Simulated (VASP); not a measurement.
# PbO (P4/nmm) in VASP: a series of runs

Runs on PbO. Level: r2SCAN. Tasks: single point.

Program: VASP 6.6.1. These are calculated values, not measurements. Logs are shortened: lines on timing, memory, paths and dates and some standing lists are left out, and cuts for length are marked.

## Step 1: The cell of the first run

The structure is tetragonal, space group P4/nmm (No. 129). Conventional cell: a = 3.963 Å, b = 3.963 Å, c = 4.976 Å, α = 90.00°, β = 90.00°, γ = 90.00°. Within 3.1 Å of Pb (site symmetry 4mm) lie 4 O at 2.31 Å. Within 3.1 Å of O (site symmetry -4m2) lie 4 Pb at 2.31 Å and 4 O at 2.80 Å.

## Step 2: Single point, r2SCAN

File POSCAR:

```
PbO
1.0
    3.9632206696      0.0000000000      0.0000000000
    0.0000000000      3.9632206696      0.0000000000
    0.0000000000      0.0000000000      4.9763748258
Pb O
2 2
Direct
    0.0000000000      0.5000000000      0.2400000000
    0.5000000000      0.0000000000      0.7600000000
    0.0000000000      0.0000000000      0.0000000000
    0.5000000000      0.5000000000      0.0000000000
```

File INCAR.step1:

```
SYSTEM = PbO
PREC     = Accurate       ! precision mode
ENCUT    = 520            ! plane-wave cutoff, eV
ISMEAR   = 0              ! smearing method
SIGMA    = 0.01           ! smearing width, eV
LREAL    = .FALSE.        ! projectors in reciprocal space
LASPH    = .TRUE.         ! aspherical terms in the spheres
NELM     = 80             ! most SCF steps
NBANDS   = 28             ! bands
GGA      = PE             ! functional
ALGO     = Normal         ! electronic algorithm
EDIFF    = 1E-4           ! SCF threshold, eV
LWAVE    = .TRUE.         ! write WAVECAR
LCHARG   = .FALSE.        ! write CHGCAR
```

File INCAR.step2:

```
SYSTEM = PbO
PREC     = Accurate       ! precision mode
ENCUT    = 520            ! plane-wave cutoff, eV
EDIFF    = 1E-6           ! SCF threshold, eV
ISMEAR   = 0              ! smearing method
SIGMA    = 0.01           ! smearing width, eV
LREAL    = .FALSE.        ! projectors in reciprocal space
LASPH    = .TRUE.         ! aspherical terms in the spheres
NELM     = 80             ! most SCF steps
ALGO     = Normal         ! electronic algorithm
ISIF     = 2              ! what is computed and relaxed
LWAVE    = .FALSE.        ! write WAVECAR
LCHARG   = .FALSE.        ! write CHGCAR
METAGGA  = R2SCAN         ! meta-GGA
LMIXTAU  = .TRUE.       
NBANDS   = 28             ! bands
ISTART   = 1
```

File KPOINTS:

```
Automatic mesh
0
G
  4 4 4
  0 0 0
```

Potentials or basis: VASP PAW PBE potentials, release 64 (Pb_d, O).

Command:

```
cat potpaw_PBE.64/Pb_d/POTCAR potpaw_PBE.64/O/POTCAR > POTCAR
cp INCAR.step1 INCAR
mpirun -np 1 vasp_std > vasp.out
cp INCAR.step2 INCAR
mpirun -np 1 vasp_std > vasp.out
```

OUTCAR:

```text
SYSTEM = PbO
   PREC = Accurate
   ENCUT = 520
   EDIFF = 1E-6
   ISMEAR = 0
   LREAL = .FALSE.
   LASPH = .TRUE.
   NELM = 80
   ISIF = 2
   METAGGA = R2SCAN
   ISTART = 1

 ion  position               nearest neighbor table
   1  0.000  0.500  0.240-   3 2.31   4 2.31   3 2.31   4 2.31   2 3.68   2 3.68   2 3.68   2 3.68
                             2 3.81   2 3.81   2 3.81   2 3.81
   2  0.500  0.000  0.760-   3 2.31   4 2.31   4 2.31   3 2.31   1 3.68   1 3.68   1 3.68   1 3.68
                             1 3.81   1 3.81   1 3.81   1 3.81
   3  0.000  0.000  0.000-   1 2.31   2 2.31   1 2.31   2 2.31
   4  0.500  0.500  0.000-   1 2.31   2 2.31   2 2.31   1 2.31

  LATTYP: Found a simple tetragonal cell.
 ALAT       =     3.9632206696
 C/A-ratio  =     1.2556390978

  Lattice vectors:

 A1 = (   3.9632206696,   0.0000000000,   0.0000000000)
 A2 = (   0.0000000000,   3.9632206696,   0.0000000000)
 A3 = (   0.0000000000,   0.0000000000,   4.9763748258)

Analysis of symmetry for initial positions (statically):
=====================================================================
 Subroutine PRICEL returns:
 Original cell was already a primitive cell.

 Routine SETGRP: Setting up the symmetry group for a
 simple tetragonal supercell.

 Subroutine GETGRP returns: Found 16 space group operations
 (whereof  8 operations were pure point group operations)
 out of a pool of 16 trial point group operations.

The static configuration has the point symmetry D_2d.
 The point group associated with its full space group is D_4h.

Analysis of symmetry for dynamics (positions and initial velocities):
=====================================================================
 Subroutine PRICEL returns:
 Original cell was already a primitive cell.

 Routine SETGRP: Setting up the symmetry group for a
 simple tetragonal supercell.

 Subroutine GETGRP returns: Found 16 space group operations
 (whereof  8 operations were pure point group operations)
 out of a pool of 16 trial point group operations.

The dynamic configuration has the point symmetry D_2d.
 The point group associated with its full space group is D_4h.

 Subroutine INISYM returns: Found 16 space group operations
 (whereof  8 operations are pure point group operations),
 and found     1 'primitive' translations

----------------------------------------------------------------------------------------

                                     Primitive cell

  volume of cell :      78.1645

  direct lattice vectors                    reciprocal lattice vectors
     3.963220670  0.000000000  0.000000000     0.252320041  0.000000000  0.000000000
     0.000000000  3.963220670  0.000000000     0.000000000  0.252320041  0.000000000
     0.000000000  0.000000000  4.976374826     0.000000000  0.000000000  0.200949493

  length of vectors
     3.963220670  3.963220670  4.976374826     0.252320041  0.252320041  0.200949493

  position of ions in fractional coordinates (direct lattice)
     0.000000000  0.500000000  0.240000000
     0.500000000  0.000000000  0.760000000
     0.000000000  0.000000000  0.000000000
     0.500000000  0.500000000  0.000000000

  ion indices of the primitive-cell ions
   primitive index   ion index
                 1           1
                 2           2
                 3           3
                 4           4

----------------------------------------------------------------------------------------

 KPOINTS: Automatic mesh

Automatic generation of k-mesh.
 Grid dimensions read from file:
 generate k-points for:    4    4    4

 Generating k-lattice:

  Cartesian coordinates                     Fractional coordinates (reciprocal lattice)
     0.063080010  0.000000000  0.000000000     0.250000000  0.000000000  0.000000000
     0.000000000  0.063080010  0.000000000     0.000000000  0.250000000  0.000000000
     0.000000000  0.000000000  0.050237373     0.000000000  0.000000000  0.250000000

  Length of vectors
     0.063080010  0.063080010  0.050237373

  Shift w.r.t. Gamma in fractional coordinates (k-lattice)
     0.000000000  0.000000000  0.000000000

 Subroutine IBZKPT returns following result:
 ===========================================

 Found     18 irreducible k-points:

 Following reciprocal coordinates:
            Coordinates               Weight
  0.000000  0.000000  0.000000      1.000000
  0.250000  0.000000  0.000000      4.000000
  0.500000  0.000000  0.000000      2.000000
  0.250000  0.250000  0.000000      4.000000
  0.500000  0.250000  0.000000      4.000000
  0.500000  0.500000  0.000000      1.000000
[... 10 lines left out ...]
  0.500000  0.250000  0.500000      4.000000
  0.500000  0.500000  0.500000      1.000000
   k-points           NKPTS =     18   k-points in BZ     NKDIM =     18   number of bands    NBANDS=     28
   number of dos      NEDOS =    301   number of ions     NIONS =      4
   total plane-waves  NPLWV =  36000
   dimension x,y,z NGX =    30 NGY =   30 NGZ =   40
   dimension x,y,z NGXF=    60 NGYF=   60 NGZF=   80
   ions per type =               2   2
   NGX,Y,Z   is equivalent  to a cutoff of  12.58, 12.58, 13.36 a.u.
   NGXF,Y,Z  is equivalent  to a cutoff of  25.17, 25.17, 26.73 a.u.
 SYSTEM =  PbO
   PREC   = accura    normal or accurate (medium, high low for compatibility)
   ISTART =      1    job   : 0-new  1-cont  2-samecut
   ICHARG =      0    charge: 1-file 2-atom 10-const
   ISPIN  =      1    spin polarized calculation?
   LNONCOLLINEAR =      F non collinear calculations
   LSORBIT =      F    spin-orbit coupling
   LASPH  =      T    aspherical Exc in radial PAW
   ENCUT  =  520.0 eV  38.22 Ry    6.18 a.u.   7.37  7.37  9.25*2*pi/ulx,y,z
   NELM   =     80;   NELMIN=  2; NELMDL=  0     # of ELM steps
   EDIFF  = 0.1E-05   stopping-criterion for ELM
   LREAL  =      F    real-space projection
   EDIFFG = 0.1E-04   stopping-criterion for IOM
   NSW    =      0    number of steps for IOM
   IBRION =     -1    ionic relax: 0-MD 1-quasi-New 2-CG
   NFREE  =      0    steps in history (QN), initial steepest desc. (CG)
   ISIF   =      2    stress and relaxation
   ISYM   =      2    0-nonsym 1-usesym 2-fastsym
   POTIM  = 0.5000    time-step for ionic-motion
   TEBEG  =    0.0;   TEEND  =   0.0 temperature during run
   PSTRESS=    0.0 pullay stress
   NELECT =      40.0000    total number of electrons
   NUPDOWN=      -1.0000    fix difference up-down
   EMIN   =  10.00;   EMAX   =-10.00  energy-range for DOS
   EFERMI =   0.00;   METHOD = LEGACY
   ISMEAR =     0;   SIGMA  =   0.01  broadening in eV -4-tet -1-fermi 0-gaus
   EFERMI_NEDOS =   21; number of points for ismear=-14 and -15
   IALGO  =     38    algorithm
   IMIX   =      4    mixing-type and parameters
     AMIX     =   0.40;   BMIX     =  1.00
     AMIX_MAG =   1.60;   BMIX_MAG =  1.00
  volume/ion in A,a.u.               =      19.54       131.87
  Fermi-wavevector in a.u.,A,eV,Ry     =   1.309458  2.474517 23.329647  1.714681
  Thomas-Fermi vector in A             =   2.440056
   LORBIT       =      0    0 simple, 1 ext, 2 COOP (PROOUT), +10 PAW based schemes
   METAGGA = R2SCAN    functional components
   LHFCALC =     F    Hartree Fock is set to
   AEXX    =    0.0000 exact exchange contribution
   IVDW    =     0    specifies the selected vdW correction
   LEPSILON=     F    determine dielectric tensor
   LRPA    =     F    only Hartree local field effects (RPA)
 non-spin polarized calculation
 Gauss-broadening in eV      SIGMA  =   0.01
  energy-cutoff  :      520.00
  volume of cell :       78.16
 maximum number of plane-waves:      2146
 NGX is ok and might be reduce to    30
   NGX = 15   NGY = 15   NGZ = 19

 number of electron      39.9999992 magnetization

 Free energy of the ion-electron system (eV)
  ---------------------------------------------------
  ext. energy  EPLUGINS =         0.00000000
  ---------------------------------------------------
  free energy    TOTEN  =      -129.48432721 eV

  energy without entropy =     -129.48432721  energy(sigma->0) =     -129.48432721

 E-fermi :   5.2177     XC(G=0): -10.5569

 val. band max:        5.1078086488   @ k =   0.0000   0.0000   0.0000
 cond. band min:       6.5315083086   @ k =   0.5000   0.5000   0.0000
 fundamental gap:      1.4236996599
 Fermi energy:         5.2176589905

 k-point     1 :       0.0000    0.0000    0.0000
  band No.  band energies     occupation
      1     -14.4194      2.00000
      2     -13.7659      2.00000
      3     -11.4892      2.00000
      4     -11.4892      2.00000
      5     -11.4169      2.00000
      6     -11.4155      2.00000
[... 20 lines left out ...]
     27      12.9676      0.00000
     28      13.7255      0.00000

 k-point     2 :       0.2500    0.0000    0.0000
  band No.  band energies     occupation
      1     -14.2826      2.00000
      2     -13.8265      2.00000
      3     -11.4570      2.00000
      4     -11.4556      2.00000
      5     -11.3808      2.00000
      6     -11.3713      2.00000
[... 20 lines left out ...]
     27      13.5047      0.00000
     28      16.6539      0.00000

 k-point     3 :       0.5000    0.0000    0.0000
  band No.  band energies     occupation
      1     -14.0193      2.00000
      2     -14.0193      2.00000
      3     -11.3892      2.00000
      4     -11.3892      2.00000
      5     -11.3870      2.00000
      6     -11.3870      2.00000
[... 20 lines left out ...]
     27      14.7249      0.00000
     28      14.7249      0.00000

 k-point     4 :       0.2500    0.2500    0.0000
  band No.  band energies     occupation
      1     -14.1814      2.00000
      2     -13.8652      2.00000
      3     -11.4538      2.00000
      4     -11.3881      2.00000
      5     -11.3564      2.00000
      6     -11.3513      2.00000
[... 392 lines left out ...]
     27      16.3790      0.00000
     28      16.9706      0.00000

 k-point    17 :       0.5000    0.2500    0.5000
  band No.  band energies     occupation
      1     -14.0002      2.00000
      2     -14.0002      2.00000
      3     -11.4126      2.00000
      4     -11.4126      2.00000
      5     -11.3402      2.00000
      6     -11.3402      2.00000
[... 20 lines left out ...]
     27      16.6986      0.00000
     28      16.6986      0.00000

 k-point    18 :       0.5000    0.5000    0.5000
  band No.  band energies     occupation
      1     -13.9770      2.00000
      2     -13.9770      2.00000
      3     -11.3508      2.00000
      4     -11.3508      2.00000
      5     -11.3252      2.00000
      6     -11.3252      2.00000
[... 20 lines left out ...]
     27      16.8247      0.00000
     28      16.8247      0.00000

------------------------ aborting loop because EDIFF is reached ----------------------------------------

  FORCE on cell =-STRESS in cart. coord.  units (eV):
  Direction    XX          YY          ZZ          XY          YZ          ZX
  --------------------------------------------------------------------------------------
  -------------------------------------------------------------------------------------
  Total        1.1179108      1.1179108      0.7370884      0.0000000     -0.0000000      0.0000000
  in kB       22.9143809     22.9143809     15.1084725      0.0000000     -0.0000000      0.0000000
  external PRESSURE =      20.3124114 kB  Pullay stress =       0.0000000 kB

 VOLUME and BASIS-vectors are now :
 -----------------------------------------------------------------------------
  energy-cutoff  :      520.00
  volume of cell :       78.16
      direct lattice vectors                 reciprocal lattice vectors
     3.963220670  0.000000000  0.000000000     0.252320041  0.000000000  0.000000000
     0.000000000  3.963220670  0.000000000     0.000000000  0.252320041  0.000000000
     0.000000000  0.000000000  4.976374826     0.000000000  0.000000000  0.200949493

 POSITION                                       TOTAL-FORCE (eV/Angst)
 -----------------------------------------------------------------------------------
      0.00000      1.98161      1.19433        -0.000000      0.000000     -0.013912
      1.98161      0.00000      3.78204         0.000000      0.000000      0.013912
      0.00000      0.00000      0.00000        -0.000000     -0.000000      0.000000
      1.98161      1.98161      0.00000        -0.000000      0.000000      0.000000
 -----------------------------------------------------------------------------------
    total drift:                                0.000000      0.000000      0.000000

  FREE ENERGIE OF THE ION-ELECTRON SYSTEM (eV)
  ---------------------------------------------------
  free  energy   TOTEN  =      -129.4843272107 eV

  energy  without entropy=     -129.4843272107  energy(sigma->0) =     -129.48432721
```

Wall time 4.9 min (1 thread of Intel Xeon 8259CL, shared host); peak memory 0.2 GiB.

Results:

```
Free energy            : -129.4843 eV
Pressure               : 2.0 GPa
Largest force          : 0.014 eV/Å
Band gap on the k mesh : 1.42 eV (least direct gap 2.58 eV)
```

Forces in eV/Å, atoms in the order of the input:
```
Pb   0.000  0.000 -0.014
Pb   0.000  0.000  0.014
O    0.000  0.000  0.000
O    0.000  0.000  0.000
```

Stress tensor (GPa, compression positive):
```
2.29 0.00 0.00
0.00 2.29 0.00
0.00 0.00 1.51
```

Levels at points of the mesh, in eV from the valence-band top:
```
           k point  band 17  band 18  band 19  band 20  band 21  band 22  band 23  band 24
(0.00, 0.00, 0.00)    -1.87    -1.80    -1.80     0.00     2.87     5.98     5.98     5.99
(0.50, 0.00, 0.00)    -3.17    -3.17    -1.80    -1.80     3.77     3.77     7.13     7.13
(0.50, 0.50, 0.00)    -1.80    -1.80    -1.16    -1.16     1.42     1.42     5.66     5.66
(0.00, 0.00, 0.50)    -1.91    -1.82    -1.82    -1.08     2.39     4.29     4.29     4.50
(0.50, 0.00, 0.50)    -3.14    -3.14    -1.11    -1.11     3.41     3.41     6.73     6.73
(0.50, 0.50, 0.50)    -2.42    -2.42    -1.16    -1.16     3.73     3.73     5.27     5.27
```

Caveat: the PAW data sets were made with another functional, which shifts forces and pressure a little; spin-orbit coupling is left out, which moves the levels of the heavy elements. r2SCAN opens gaps a little over a GGA but as a rule still falls short of measured ones.

## Step 3: Single point, r2SCAN

This run uses another cell than the first one, of 19.94 Å³/atom.

File POSCAR:

```
PbO
1.0
    3.9900000000      0.0000000000      0.0000000000
    0.0000000000      3.9900000000      0.0000000000
    0.0000000000      0.0000000000      5.0100000000
Pb O
2 2
Direct
    0.0000000000      0.5000000000      0.2400000000
    0.5000000000      0.0000000000      0.7600000000
    0.0000000000      0.0000000000      0.0000000000
    0.5000000000      0.5000000000      0.0000000000
```

File INCAR.step1:

```
PREC = Accurate
ENCUT = 520
ISMEAR = 0
SIGMA = 0.01
LREAL = False
LASPH = True
NELM = 80
NBANDS = 28
GGA = PE
ALGO = Normal
EDIFF = 1E-4
LWAVE = True
LCHARG = False
```

File INCAR.step2:

```
PREC = Accurate
ENCUT = 520
EDIFF = 1E-6
ISMEAR = 0
SIGMA = 0.01
LREAL = False
LASPH = True
NELM = 80
ALGO = Normal
ISIF = 2
LWAVE = False
LCHARG = False
METAGGA = R2SCAN
LMIXTAU = True
NBANDS = 28
ISTART = 1
```

File KPOINTS:

```
Automatic mesh
0
Gamma
  4 4 4
```

Potentials or basis: VASP PAW PBE potentials, release 64 (Pb_d, O).

Command:

```
cat potpaw_PBE.64/Pb_d/POTCAR potpaw_PBE.64/O/POTCAR > POTCAR
cp INCAR.step1 INCAR
mpirun -np 1 vasp_std > vasp.out
cp INCAR.step2 INCAR
mpirun -np 1 vasp_std > vasp.out
```

Run time: 4.4 min. Hardware: 1 thread of Intel Xeon 8259CL, shared host; peak memory 0.21 GiB.

Results (log left out):

```yaml
Free_energy: -129.4967 eV
Pressure: 0.2 GPa
Largest_force: 0.291 eV/Å
Band_gap_on_the_k_mesh: 1.46 eV (least direct gap 2.51 eV)
```

Forces on the atoms (eV/Å):
```
Pb   0.000  0.000 -0.291
Pb   0.000  0.000  0.291
O    0.000  0.000  0.000
O    0.000  0.000  0.000
```

Stress tensor (GPa, compression positive):
```
 0.35  0.00  0.00
 0.00  0.35  0.00
 0.00  0.00 -0.13
```

Levels at points of the mesh, in eV from the valence-band top:
| k point | band 18 | band 19 | band 20 | band 21 | band 22 | band 23 |
| --- | --- | --- | --- | --- | --- | --- |
| (0.00, 0.00, 0.00) | -1.68 | -1.68 | 0.00 | 2.83 | 5.94 | 5.94 |
| (0.50, 0.00, 0.00) | -3.03 | -1.71 | -1.71 | 3.74 | 3.74 | 7.06 |
| (0.50, 0.50, 0.00) | -1.76 | -1.06 | -1.06 | 1.46 | 1.46 | 5.65 |
| (0.00, 0.00, 0.50) | -1.71 | -1.71 | -1.00 | 2.39 | 4.30 | 4.30 |
| (0.50, 0.00, 0.50) | -3.00 | -1.05 | -1.05 | 3.40 | 3.40 | 6.67 |
| (0.50, 0.50, 0.50) | -2.36 | -1.06 | -1.06 | 3.74 | 3.74 | 5.22 |

Caveat: the PAW data sets were made with another functional, which shifts forces and pressure a little; spin-orbit coupling is left out, which moves the levels of the heavy elements. A k mesh can miss the band edges.

## Step 4: Single point, r2SCAN

This run uses another cell than the first one, of 20.34 Å³/atom.

File POSCAR:

```
PbO
1.0
    4.0164246111      0.0000000000      0.0000000000
    0.0000000000      4.0164246111      0.0000000000
    0.0000000000      0.0000000000      5.0431797749
Pb O
2 2
Direct
    0.0000000000      0.5000000000      0.2400000000
    0.5000000000      0.0000000000      0.7600000000
    0.0000000000      0.0000000000      0.0000000000
    0.5000000000      0.5000000000      0.0000000000
```

File INCAR.step1:

```
PREC = Accurate
ENCUT = 520
ISMEAR = 0
SIGMA = 0.01
LREAL = F
LASPH = T
NELM = 60
NBANDS = 28
GGA = PE
ALGO = Normal
EDIFF = 1E-4
LWAVE = T
LCHARG = F
```

File INCAR.step2:

```
PREC = Accurate
ENCUT = 520
EDIFF = 1E-7
ISMEAR = 0
SIGMA = 0.01
LREAL = F
LASPH = T
NELM = 60
ALGO = Normal
ISIF = 2
LWAVE = F
LCHARG = F
METAGGA = R2SCAN
LMIXTAU = T
NBANDS = 28
ISTART = 1
```

File KPOINTS:

```
regular mesh
0
Gamma
  4 4 4
```

Command:

```
cat potpaw_PBE.64/Pb_d/POTCAR potpaw_PBE.64/O/POTCAR > POTCAR
cp INCAR.step1 INCAR
mpirun -np 1 vasp_std > vasp.out
cp INCAR.step2 INCAR
mpirun -np 1 vasp_std > vasp.out
```

It took 4.3 min on 1 thread of Intel Xeon 8259CL, shared host; peak memory 0.21 GiB.

The run converged. Its results:

```
Free energy            : -129.4918 eV
Pressure               : -1.5 GPa
Largest force          : 0.548 eV/Å
Band gap on the k mesh : 1.49 eV (least direct gap 2.45 eV)
```

Forces in eV/Å, atoms in the order of the input:
```
Pb   0.000  0.000 -0.548
Pb   0.000  0.000  0.548
O    0.000  0.000  0.000
O    0.000  0.000  0.000
```

Stress tensor (GPa, compression positive):
```
-1.39  0.00  0.00
 0.00 -1.39  0.00
 0.00  0.00 -1.62
```

Levels at points of the mesh, in eV from the valence-band top:
| k point | band 18 | band 19 | band 20 | band 21 | band 22 | band 23 |
| --- | --- | --- | --- | --- | --- | --- |
| (0.00, 0.00, 0.00) | -1.57 | -1.57 | 0.00 | 2.79 | 5.90 | 5.90 |
| (0.50, 0.00, 0.00) | -2.90 | -1.63 | -1.63 | 3.71 | 3.71 | 6.99 |
| (0.50, 0.50, 0.00) | -1.72 | -0.96 | -0.96 | 1.49 | 1.49 | 5.62 |
| (0.00, 0.00, 0.50) | -1.60 | -1.60 | -0.92 | 2.39 | 4.30 | 4.30 |
| (0.50, 0.00, 0.50) | -2.86 | -1.00 | -1.00 | 3.38 | 3.38 | 6.62 |
| (0.50, 0.50, 0.50) | -2.30 | -0.96 | -0.96 | 3.75 | 3.75 | 5.16 |

Caveat: the PAW data sets were made with another functional, which shifts forces and pressure a little; spin-orbit coupling is left out, which moves the levels of the heavy elements. r2SCAN opens gaps a little over a GGA but as a rule still falls short of measured ones.

(Part 1 of 2 ends here.)
